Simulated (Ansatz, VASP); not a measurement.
# PbO in VASP and in Ansatz

INCAR

```
  PREC = Accurate
  ENCUT = 520
  EDIFF = 1E-7
  ISMEAR = -1
  SIGMA = 0.05
  LREAL = F
  LASPH = T
  NELM = 100
  ALGO = Normal
  ISIF = 2
  LWAVE = F
  LCHARG = T
  GGA = PE
  LELF = T
  LVHAR = T
  NBANDS = 50
```

The input KPOINTS:

```
Automatic mesh
0
Gamma
  5 5 6
```

The input POSCAR:

```
PbO
1.0
    5.9149150414      0.0000000000      0.0000000000
    0.0000000000      5.5122659576      0.0000000000
    0.0000000000      0.0000000000      4.7744115114
Pb O
4 4
Direct
    0.7690000000      0.5140000000      0.2500000000
    0.2310000000      0.4860000000      0.7500000000
    0.7690000000      0.9860000000      0.7500000000
    0.2310000000      0.0140000000      0.2500000000
    0.1320000000      0.5820000000      0.2500000000
    0.8680000000      0.4180000000      0.7500000000
    0.1320000000      0.9180000000      0.7500000000
    0.8680000000      0.0820000000      0.2500000000
```

input.yaml

```yaml
crystal:
  lattice:
    - [5.9149150414, 0.0, 0.0]
    - [0.0, 5.5122659576, 0.0]
    - [0.0, 0.0, 4.7744115114]
  atoms:
    - { symbol: Pb, position: [0.769, 0.514, 0.25] }
    - { symbol: Pb, position: [0.231, 0.486, 0.75] }
    - { symbol: Pb, position: [0.769, 0.986, 0.75] }
    - { symbol: Pb, position: [0.231, 0.014, 0.25] }
    - { symbol: O, position: [0.132, 0.582, 0.25] }
    - { symbol: O, position: [0.868, 0.418, 0.75] }
    - { symbol: O, position: [0.132, 0.918, 0.75] }
    - { symbol: O, position: [0.868, 0.082, 0.25] }
kpoints:
  mp_grid: { grid: [5, 5, 6] }
scf:
  occupations: { method: fermi_dirac, width: 0.05 }
hamiltonian:
  xc: pbe
  pseudopotentials: { kind: all_electron, lapw: { basis_error: 0.001 } }
output:
  forces: true
  stress: true
  eigenvalues: true
```

Change from the starting cell: volume scaled by 1.02.

Alike in both runs: task single point; functional PBE; k mesh 5 × 5 × 6; occupations fermi-dirac, width 0.05 eV; no spin polarisation.

|  | VASP | Ansatz |
| --- | --- | --- |
| version | VASP 6.6.1 | Ansatz 0.2.0 |
| potentials or method | VASP PAW PBE potentials, release 64 (Pb_d, O), cutoff 520 eV | all-electron LAPW, scalar-relativistic |

VASP gave:

| Quantity | Value |
| --- | --- |
| gap on the k mesh at the Fermi level (eV) | 1.94 |
| least direct gap on the mesh (eV) | 2.12 |
| pressure (GPa) | 0.7 |
| traceless stress, the component that is largest in VASP (GPa) | 3.80 |
| rms of the force components (eV/Å) | 0.497 |

**Question.** What did Ansatz give for the same quantities?

**Answer.** gap on the k mesh at the Fermi level (eV): 1.95; least direct gap on the mesh (eV): 2.12; pressure (GPa): 0.6; traceless stress, the component that is largest in VASP (GPa): 3.65; rms of the force components (eV/Å): 0.489.

Atom by atom the forces differ by 0.020 eV/Å (rms over components). Ansatz ran all-electron here, and VASP with PAW potentials.

Neither program's run includes spin-orbit coupling.
